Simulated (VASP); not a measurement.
Write the native input for VASP 6.6.1 that does the following.

```yaml
Task: single point
Functional: PBEsol
Potentials_or_basis: VASP PAW PBE potentials, release 64 (Al, O)
Cutoff: 600 eV
k_mesh: 7 × 7 × 3
Occupations: gaussian, width 0.01 eV
Spin: no spin polarisation
Dipole_correction: no
Further_INCAR_settings: ALGO = Normal; EDIFF = 1e-06; NBANDS = 20
```

The structure of Al2O3 lies in POSCAR:

```
Al2O3
1.0
    3.0174800000      0.0000000000      0.0000000000
   -1.5087400000      2.6132143354      0.0000000000
    0.0000000000      0.0000000000      7.5746400000
Al O
2 3
Direct
    0.0000000000      0.0000000000      0.2779500000
    0.0000000000      0.0000000000      0.7220500000
    0.3333333333      0.6666666667      0.1994500000
    0.6666666667      0.3333333333      0.8005500000
    0.0000000000      0.0000000000      0.5000000000
```

One way to write it, as run:

INCAR

```
PREC     = Accurate       # precision mode
ENCUT    = 600            # plane-wave cutoff, eV
EDIFF    = 1E-6           # SCF threshold, eV
ISMEAR   = 0              # smearing method
SIGMA    = 0.01           # smearing width, eV
LREAL    = False          # projectors in reciprocal space
LASPH    = True           # aspherical terms in the spheres
NELM     = 120            # most SCF steps
ALGO     = Normal         # electronic algorithm
ISIF     = 2              # what is computed and relaxed
LWAVE    = False          # write WAVECAR
LCHARG   = False          # write CHGCAR
GGA      = PS             # functional
NBANDS   = 20             # bands
GGA_COMPAT= False
```

KPOINTS

```
Automatic mesh
0
Gamma
  7 7 3
```

Potentials or basis: VASP PAW PBE potentials, release 64 (Al, O).

Launch:

```bash
$ cat potpaw_PBE.64/Al/POTCAR potpaw_PBE.64/O/POTCAR > POTCAR
$ mpirun -np 1 vasp_std > vasp.out
```

Results of the run:

```json
{
  "Pressure": "-3.7 GPa",
  "Largest force": "0.190 eV/Å",
  "Band gap on the k mesh": "2.19 eV"
}
```

Caveat: the cell stands under tension; the PAW data sets were made with another functional, which shifts forces and pressure a little.

Run time: 24 s on 1 thread of Intel(R) Xeon(R) Platinum 8488C (Sapphire Rapids), on a shared host, peak memory 0.18 GiB.
